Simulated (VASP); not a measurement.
# CaB2 (P6/mmm) in VASP: a series of runs, part 2 of 2

VASP 6.6.1. The steps go on from the part before.

## 4. Single point, HSE06

File POSCAR:

```
CaB2
1.0
    3.2264302843      0.0000000000      0.0000000000
   -1.6132151421      2.7941705897      0.0000000000
    0.0000000000      0.0000000000      4.0673920000
Ca B
1 2
Direct
    0.0000000000      0.0000000000      0.0000000000
    0.6666666667      0.3333333333      0.5000000000
    0.3333333333      0.6666666667      0.5000000000
```

File INCAR.step1:

```
ALGO = Normal
EDIFF = 1E-5
ENCUT = 520
GGA = PE
ISIF = 2
ISMEAR = -1
LASPH = T
LREAL = F
LWAVE = T
NBANDS = 15
NELM = 100
PREC = Accurate
SIGMA = 0.05
```

File INCAR.step2:

```
ALGO = Normal
EDIFF = 1E-7
ENCUT = 520
GGA = PE
HFSCREEN = 0.2079
ISIF = 2
ISMEAR = -1
ISTART = 1
LASPH = T
LCHARG = T
LELF = T
LHFCALC = T
LREAL = F
LVHAR = T
LWAVE = F
NBANDS = 15
NELM = 100
PREC = Accurate
PRECFOCK = Normal
SIGMA = 0.05
```

File KPOINTS:

```
k-points
0
Gamma
  5 5 4
```

Potentials or basis: VASP PAW PBE potentials, release 64 (Ca_sv, B).

Started as:

```
$ cat potpaw_PBE.64/Ca_sv/POTCAR potpaw_PBE.64/B/POTCAR > POTCAR
$ cp INCAR.step1 INCAR
$ mpirun -np 1 vasp_std > vasp.out
$ cp INCAR.step2 INCAR
$ mpirun -np 1 vasp_std > vasp.out
```

OUTCAR:

```text
EDIFF = 1E-7
   ENCUT = 520
   GGA = PE
   HFSCREEN = 0.2079
   ISIF = 2
   ISMEAR = -1
   ISTART = 1
   LASPH = T
   LHFCALC = T
   LREAL = F
   NELM = 100
   PREC = Accurate
   PRECFOCK = Normal

 ion  position               nearest neighbor table
   1  0.000  0.000  0.000-
   2  0.667  0.333  0.500-   3 1.86   3 1.86   3 1.86
   3  0.333  0.667  0.500-   2 1.86   2 1.86   2 1.86

  LATTYP: Found a hexagonal cell.
 ALAT       =     3.2264302843
 C/A-ratio  =     1.2606477257

  Lattice vectors:

 A1 = (   3.2264302843,   0.0000000000,   0.0000000000)
 A2 = (  -1.6132151421,   2.7941705897,   0.0000000000)
 A3 = (   0.0000000000,   0.0000000000,   4.0673920000)

Analysis of symmetry for initial positions (statically):
=====================================================================
 Subroutine PRICEL returns:
 Original cell was already a primitive cell.

 Routine SETGRP: Setting up the symmetry group for a
 hexagonal supercell.
[... 176 lines left out ...]
      1     -38.7144      2.00000
      2     -18.2437      2.00000
      3     -18.0311      2.00000
      4     -18.0311      2.00000
      5      -7.4157      2.00000
      6       2.3193      2.00000
      7       4.8884      0.60806
      8       4.8884      0.60806
      9       5.3970      0.00003
     10      11.0882      0.00000
     11      11.0882      0.00000
     12      12.0049      0.00000
     13      12.0049      0.00000
     14      12.3165      0.00000
[... 239 lines left out ...]
      2     -18.7049      2.00000
      3     -18.3671      2.00000
      4     -18.1497      2.00000
      5      -3.4927      2.00000
      6      -1.9586      2.00000
      7       1.1046      2.00000
      8       3.7908      2.00000
      9       4.2350      1.99999
     10      11.2904      0.00000
     11      12.2275      0.00000
     12      12.6983      0.00000
     13      13.0233      0.00000
     14      13.5656      0.00000
     15      13.6518      0.00000

------------------------ aborting loop because EDIFF is reached ----------------------------------------

  FORCE on cell =-STRESS in cart. coord.  units (eV):
  Direction    XX          YY          ZZ          XY          YZ          ZX
  --------------------------------------------------------------------------------------
  -------------------------------------------------------------------------------------
  Total       -0.0815589     -0.0815589     -0.1287240     -0.0000000     -0.0000000      0.0000000
  in kB       -3.5636123     -3.5636123     -5.6244368     -0.0000000     -0.0000000      0.0000000
  external PRESSURE =      -4.2505538 kB  Pullay stress =       0.0000000 kB

 VOLUME and BASIS-vectors are now :
 -----------------------------------------------------------------------------
  energy-cutoff  :      520.00
  volume of cell :       36.67
      direct lattice vectors                 reciprocal lattice vectors
     3.226430284  0.000000000  0.000000000     0.309940061  0.178943978  0.000000000
    -1.613215142  2.794170590  0.000000000     0.000000000  0.357887956  0.000000000
     0.000000000  0.000000000  4.067392000     0.000000000  0.000000000  0.245857788

 POSITION                                       TOTAL-FORCE (eV/Angst)
 -----------------------------------------------------------------------------------
      0.00000      0.00000      0.00000        -0.000000      0.000000      0.000000
      1.61322      0.93139      2.03370        -0.000000      0.000000      0.000000
     -0.00000      1.86278      2.03370         0.000000     -0.000000      0.000000
 -----------------------------------------------------------------------------------
    total drift:                                0.000000      0.000000      0.000000

  FREE ENERGIE OF THE ION-ELECTRON SYSTEM (eV)
  ---------------------------------------------------
  free  energy   TOTEN  =       -16.9362392279 eV

  energy  without entropy=      -16.9300752379  energy(sigma->0) =      -16.93315723
```

OUTCAR.step1:

```text
EDIFF = 1E-5
   ENCUT = 520
   GGA = PE
   ISIF = 2
[... 485 lines left out ...]
      0.00000      0.00000      0.00000         0.000000      0.000000     -0.000000
      1.61322      0.93139      2.03370         0.000000     -0.000000      0.000000
     -0.00000      1.86278      2.03370        -0.000000      0.000000     -0.000000
 -----------------------------------------------------------------------------------
    total drift:                               -0.000000      0.000000      0.000000

  FREE ENERGIE OF THE ION-ELECTRON SYSTEM (eV)
  ---------------------------------------------------
  free  energy   TOTEN  =       -15.7395568923 eV

  energy  without entropy=      -15.7327831421  energy(sigma->0) =      -15.73617002
```

OSZICAR.step1:

```text
N       E                     dE             d eps       ncg     rms          rms(c)
DAV:   1     0.954567855808E+02    0.95457E+02   -0.79575E+03   450   0.104E+03
DAV:   2    -0.135717224826E+02   -0.10903E+03   -0.10300E+03   548   0.265E+02
DAV:   3    -0.165653856505E+02   -0.29937E+01   -0.29677E+01   618   0.421E+01
DAV:   4    -0.167229408130E+02   -0.15756E+00   -0.15750E+00   604   0.828E+00
DAV:   5    -0.167251672785E+02   -0.22265E-02   -0.22264E-02   655   0.971E-01    0.557E+00
DAV:   6    -0.158229216781E+02    0.90225E+00   -0.87401E-01   541   0.609E+00    0.253E+00
DAV:   7    -0.157406266828E+02    0.82295E-01   -0.28680E-01   669   0.312E+00    0.882E-01
DAV:   8    -0.157391857433E+02    0.14409E-02   -0.32303E-02   608   0.158E+00    0.138E-01
DAV:   9    -0.157395030146E+02   -0.31727E-03   -0.95090E-04   680   0.263E-01    0.628E-02
DAV:  10    -0.157395459046E+02   -0.42890E-04   -0.23861E-04   552   0.128E-01    0.278E-02
DAV:  11    -0.157395568005E+02   -0.10896E-04   -0.24933E-05   470   0.524E-02    0.214E-03
DAV:  12    -0.157395568923E+02   -0.91798E-07   -0.92999E-07   260   0.829E-03
   1 F= -.15739557E+02 E0= -.15736170E+02  d E =-.677375E-02
```

It took 6.7 min on 1 thread of Intel Xeon 6975P-C (Granite Rapids), shared host; peak memory 0.25 GiB.

Results:

| Quantity | Value |
| --- | --- |
| Free energy | -16.9362 eV |
| Pressure | -0.4 GPa |
| Band gap on the k mesh | zero (bands 8 and 9 overlap by 1.26 eV) |

Caveat: the k points lie up to 0.45 Å⁻¹ apart, too coarse for converged energies and pressures of a metal; the PAW data sets were made with another functional, which shifts forces and pressure a little.

## 5. Single point, HSE06

POSCAR is that of step 4.

File INCAR.step1:

```
SYSTEM = CaB2
PREC = Accurate
ENCUT = 520
EDIFF = 1E-5
ISMEAR = -1
SIGMA = 0.05
LREAL = .False.
LASPH = .True.
NELM = 60
ALGO = Normal
ISIF = 2
LWAVE = .True.
NBANDS = 15
GGA = PE
```

File INCAR.step2:

```
SYSTEM = CaB2
PREC = Accurate
ENCUT = 520
EDIFF = 1E-6
ISMEAR = -1
SIGMA = 0.05
LREAL = .False.
LASPH = .True.
NELM = 60
ALGO = Normal
ISIF = 2
LWAVE = .False.
LCHARG = .True.
GGA = PE
LHFCALC = .True.
HFSCREEN = 0.2079
PRECFOCK = Normal
LELF = .True.
LVHAR = .True.
NBANDS = 15
ISTART = 1
```

File KPOINTS:

```
Automatic mesh
0
Gamma
  5 5 4
  0 0 0
```

Started as:

```
$ cat potpaw_PBE.64/Ca_sv/POTCAR potpaw_PBE.64/B/POTCAR > POTCAR
$ cp INCAR.step1 INCAR
$ mpirun -np 1 vasp_std > vasp.out
$ cp INCAR.step2 INCAR
$ mpirun -np 1 vasp_std > vasp.out
```

Run time: 5.9 min. Hardware: 1 thread of Intel Xeon 6975P-C (Granite Rapids), shared host; peak memory 0.26 GiB.

It converged, with:

```
Free energy            : -16.9362 eV
Pressure               : -0.4 GPa
Band gap on the k mesh : zero (bands 8 and 9 overlap by 1.26 eV)
```

Stress tensor (GPa, compression positive):
```
-0.36  0.00  0.00
 0.00 -0.36  0.00
 0.00  0.00 -0.56
```

Levels at points of the mesh, in eV from the Fermi level:
```
           k point  band 6  band 7  band 8  band 9  band 10  band 11
(0.00, 0.00, 0.00)   -2.53    0.04    0.04    0.55     6.24     6.24
(0.00, 0.00, 0.50)   -5.78    0.65    0.65    4.07     4.79     4.79
```

Caveat: the k points lie up to 0.45 Å⁻¹ apart, too coarse for converged energies and pressures of a metal; the PAW data sets were made with another functional, which shifts forces and pressure a little.

## 6. Relaxation of the atoms, PBE

This run uses another cell than the first one, of 12.35 Å³/atom.

File INCAR:

```
ALGO = Normal ; EDIFF = 1E-6
EDIFFG = -0.01 ; ENCUT = 520
GGA = PE ; IBRION = 2
ISIF = 2 ; ISMEAR = -1
LASPH = True ; LCHARG = False
LREAL = False ; LWAVE = False
NELM = 60 ; NSW = 60
PREC = Accurate ; SIGMA = 0.05
```

File KPOINTS:

```
k-points
0
Gamma
  8 8 6
```

POSCAR: that of step 5 with these lines changed.

```diff
@@ -4,3 +4,3 @@
    -1.6132151421      2.7941705897      0.0000000000
-    0.0000000000      0.0000000000      4.0673920000
+    0.0000000000      0.0000000000      4.1080659200
 Ca B
```

Potentials or basis: VASP PAW PBE potentials, release 64 (Ca_sv, B).

Started as:

```
$ cat potpaw_PBE.64/Ca_sv/POTCAR potpaw_PBE.64/B/POTCAR > POTCAR
$ mpirun -np 1 vasp_std > vasp.out
```

It took 16 s on 1 thread of Intel Xeon Platinum 8259CL at 2.50GHz (Skylake/Cascade Lake), shared host; peak memory 0.16 GiB.

Results (log left out):

```
Free energy             : -15.7482 eV
Pressure after relaxing : -1.2 GPa
Band gap on the k mesh  : zero (bands 8 and 9 overlap by 1.62 eV)
```

Stress tensor (GPa, compression positive):
```
-0.97  0.00  0.00
 0.00 -0.97  0.00
 0.00  0.00 -1.74
```

Final structure:
```xyz
3
Lattice="3.2264 0.0000 0.0000 -1.6132 2.7942 0.0000 0.0000 0.0000 4.1081" Properties=species:S:1:pos:R:3 pbc="T T T"
Ca    0.0000    0.0000    0.0000
B     1.6132    0.9314    2.0540
B     0.0000    1.8628    2.0540
```

Levels at points of the mesh, in eV from the Fermi level:
| k point | band 4 | band 5 | band 6 | band 7 | band 8 | band 9 | band 10 | band 11 | band 12 |
| --- | --- | --- | --- | --- | --- | --- | --- | --- | --- |
| (0.00, 0.00, 0.00) | -20.60 | -10.45 | -1.90 | 0.31 | 0.34 | 0.34 | 5.28 | 5.28 | 6.19 |
| (0.50, 0.00, 0.00) | -20.65 | -6.90 | -6.38 | -1.46 | -1.22 | 0.97 | 3.05 | 5.23 | 6.15 |
| (0.00, 0.00, 0.50) | -20.60 | -9.47 | -4.71 | 0.87 | 0.87 | 3.24 | 4.06 | 4.06 | 4.27 |
| (0.50, 0.00, 0.50) | -20.73 | -7.38 | -5.55 | -1.71 | -0.88 | -0.75 | 5.12 | 5.53 | 6.16 |

Caveat: the relaxation stopped at its first step, so nothing moved.

## 7. Relaxation of the atoms, PBE

This run uses another cell than the first one, of 12.47 Å³/atom.

File INCAR:

```
SYSTEM = CaB2
  ALGO = Normal
  EDIFF = 1E-6
  EDIFFG = -0.01
  ENCUT = 520
  GGA = PE
  IBRION = 2
  ISIF = 2
  ISMEAR = -1
  LASPH = .TRUE.
  LCHARG = .FALSE.
  LREAL = .FALSE.
  LWAVE = .FALSE.
  NELM = 80
  NSW = 60
  PREC = Accurate
  SIGMA = 0.05
```

File KPOINTS:

```
k-points
0
G
  8 8 6
  0 0 0
```

POSCAR: that of step 6 with these lines changed.

```diff
@@ -4,3 +4,3 @@
    -1.6132151421      2.7941705897      0.0000000000
-    0.0000000000      0.0000000000      4.1080659200
+    0.0000000000      0.0000000000      4.1487398400
 Ca B
```

Started as:

```
$ cat potpaw_PBE.64/Ca_sv/POTCAR potpaw_PBE.64/B/POTCAR > POTCAR
$ mpirun -np 1 vasp_std > vasp.out
```

Wall time 14 s (1 thread of Intel Xeon Platinum 8259CL at 2.50GHz (Skylake/Cascade Lake), shared host); peak memory 0.16 GiB.

Results (log left out):

```yaml
Free_energy: -15.7414 eV
Pressure_after_relaxing: -2.3 GPa
Band_gap_on_the_k_mesh: zero (bands 8 and 9 overlap by 1.65 eV)
```

Stress tensor (GPa, compression positive):
```
-1.27  0.00  0.00
 0.00 -1.27  0.00
 0.00  0.00 -4.29
```

Final structure:
```
Ca B
1.0
     3.22643    0.00000    0.00000
    -1.61322    2.79417    0.00000
     0.00000    0.00000    4.14874
Ca B
1 2
Direct
  0.00000 0.00000 0.00000
  0.66667 0.33333 0.50000
  0.33333 0.66667 0.50000
```

Levels at points of the mesh, in eV from the Fermi level:
| k point | band 5 | band 6 | band 7 | band 8 | band 9 | band 10 | band 11 | band 12 |
| --- | --- | --- | --- | --- | --- | --- | --- | --- |
| (0.00, 0.00, 0.00) | -10.44 | -1.98 | 0.23 | 0.37 | 0.37 | 5.16 | 5.16 | 6.13 |
| (0.50, 0.00, 0.00) | -6.91 | -6.36 | -1.48 | -1.21 | 0.94 | 3.00 | 5.17 | 6.04 |
| (0.00, 0.00, 0.50) | -9.50 | -4.73 | 0.89 | 0.89 | 3.09 | 4.00 | 4.29 | 4.31 |
| (0.50, 0.00, 0.50) | -7.36 | -5.56 | -1.68 | -0.88 | -0.77 | 4.98 | 5.52 | 5.97 |

Caveat: the relaxation stopped at its first step, so nothing moved.

## 8. Overview

| task | level | potentials or basis | cell | k mesh | smearing | grid for exact exchange (PRECFOCK) | share of exact exchange | screening parameter | gap on the mesh (eV) | pressure (GPa) |
| --- | --- | --- | --- | --- | --- | --- | --- | --- | --- | --- |
| single point | LDA | VASP PAW LDA potentials, release 64 (Ca_sv, B) | a = 3.226, b = 3.226, c = 4.067 Å, angles 90.0, 90.0, 120.0°, 3 atoms | 13 × 13 × 9 | gaussian 0.1 eV | - | - | - | none | -6.6 |
| single point | LDA | VASP PAW LDA potentials, release 64 (Ca_sv, B) | a = 3.226, b = 3.226, c = 4.067 Å, angles 90.0, 90.0, 120.0°, 3 atoms | 15 × 15 × 11 | gaussian 0.1 eV | - | - | - | none | -6.6 |
| single point | HSE06 | VASP PAW PBE potentials, release 64 (Ca_sv, B) | a = 3.226, b = 3.226, c = 4.067 Å, angles 90.0, 90.0, 120.0°, 3 atoms | 5 × 5 × 4 | fermi-dirac 0.05 eV | Normal | 0.25 | 0.2079 1/Å | none | -0.4 |
| relaxation of the atoms | PBE | VASP PAW PBE potentials, release 64 (Ca_sv, B) | atoms relaxed from a = 3.226, b = 3.226, c = 4.108 Å, angles 90.0, 90.0, 120.0°, 3 atoms | 8 × 8 × 6 | fermi-dirac 0.05 eV | - | - | - | none | -1.2 |
| relaxation of the atoms | PBE | VASP PAW PBE potentials, release 64 (Ca_sv, B) | atoms relaxed from a = 3.226, b = 3.226, c = 4.149 Å, angles 90.0, 90.0, 120.0°, 3 atoms | 8 × 8 × 6 | fermi-dirac 0.05 eV | - | - | - | none | -2.3 |

Alike in all rows: no spin polarisation; cutoff (eV) 520.

Caveats: some runs use coarse meshes; the cell stands under tension (at least some runs); the relaxation stopped at its first step, so nothing moved (at least some runs); the PAW data sets were made with another functional, which shifts forces and pressure a little (at least some runs).

Absolute energies hang on the potentials; compare differences alone.
